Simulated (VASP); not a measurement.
The system is GaN.

```xyz
2
Lattice="0.0000 2.2535 2.2535 2.2535 0.0000 2.2535 2.2535 2.2535 0.0000" Properties=species:S:1:pos:R:3 pbc="T T T"
Ga    0.0000    0.0000    0.0000
N     1.1268    1.1268    1.1268
```

Base run:

| Quantity | Value |
| --- | --- |
| Program | VASP 6.6.1 |
| Functional | PBE |
| Potentials or basis | VASP PAW PBE potentials, release 64 (Ga_d, N) |
| Cutoff | 520 eV |
| k mesh | 6 × 6 × 6 |
| Occupations | fermi-dirac, width 0.05 eV |
| Spin | no spin polarisation |

Its results: band gap on the k mesh 1.72 eV; pressure 5.0 GPa.

Question: The run is repeated on the same cell with these changes: functional from PBE to PBE-based screened hybrid with 10 % exact exchange. What comes out?

Answer: Band gap on the k mesh 2.21 eV; pressure 2.5 GPa.

Caveats: the cell stands under pressure (at least some runs); the PAW data sets were made with another functional, which shifts forces and pressure a little (at least some runs).

